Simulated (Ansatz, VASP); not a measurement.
Te2Mo: VASP beside Ansatz

File INCAR:

```
SYSTEM = Te2Mo
AGGAC = 1.0
AGGAX = 1.0
ALDAC = 0.0
ALDAX = 1.0
ALGO = Normal
EDIFF = 1E-6
ENCUT = 520
GGA = B5
ISIF = 2
ISMEAR = -1
LASPH = .TRUE.
LCHARG = .FALSE.
LREAL = .FALSE.
LWAVE = .FALSE.
NBANDS = 35
NELM = 80
PREC = Accurate
SIGMA = 0.05
```

The input KPOINTS:

```
k-points
0
G
  4 8 1
  0 0 0
```

Contents of POSCAR:

```
Te2Mo
1.0
    6.4863781235      0.0000000000      0.0000000000
    0.0000000000      3.5486635872      0.0000000000
   -0.0874228505      0.0000000000     36.8854017842
Te Mo
4 2
Direct
    0.4292511000      0.7500000000      0.5407035800
    0.5707489000      0.2500000000      0.4592964200
    0.9208478700      0.2500000000      0.5565273200
    0.0791521300      0.7500000000      0.4434726800
    0.1813475600      0.2500000000      0.4974653700
    0.8186524400      0.7500000000      0.5025346300
```

input.yaml

```yaml
crystal:
  lattice:
    - [6.4863781235, 0.0, 0.0]
    - [0.0, 3.5486635872, 0.0]
    - [-0.0874228505, 0.0, 36.8854017842]
  atoms:
    - { symbol: Te, position: [0.4292511, 0.75, 0.54070358] }
    - { symbol: Te, position: [0.5707489, 0.25, 0.45929642] }
    - { symbol: Te, position: [0.92084787, 0.25, 0.55652732] }
    - { symbol: Te, position: [0.07915213, 0.75, 0.44347268] }
    - { symbol: Mo, position: [0.18134756, 0.25, 0.49746537] }
    - { symbol: Mo, position: [0.81865244, 0.75, 0.50253463] }
hamiltonian:
  xc: blyp
  pseudopotentials: { kind: paw }
kpoints:
  mp_grid: { grid: [4, 8, 1] }
scf:
  occupations: { method: fermi_dirac, width: 0.05 }
output:
  forces: true
  stress: true
  eigenvalues: true
```

Alike in both runs: task single point; functional BLYP; k mesh 4 × 8 × 1; occupations fermi-dirac, width 0.05 eV; no spin polarisation.

|  | VASP | Ansatz |
| --- | --- | --- |
| version | VASP 6.6.1 | Ansatz 0.2.0 |
| potentials or method | VASP PAW PBE potentials, release 64 (Te, Mo_sv) | Ansatz PAW |
| plane-wave cutoff (eV) | 520 | 420 |
| valence electrons in the cell | 52 | 92 |

```tsv
	VASP	Ansatz	Ansatz less VASP
gap on the k mesh at the Fermi level (eV)	none	none	-
rms of the force components (eV/Å)	0.029	0.034	+0.0057
```

VASP's potentials were made for PBE, not for BLYP. Atom by atom the forces differ by 0.023 eV/Å (rms over components). A gap of «none» marks a metal or a gap that the smearing closes. The functional is the same, so the differences come from potentials, cutoffs and numerics. VASP's potentials hold 52 valence electrons a cell and Ansatz's 92, so a difference there can come from the potentials and not from the codes.

Neither program's run includes spin-orbit coupling.
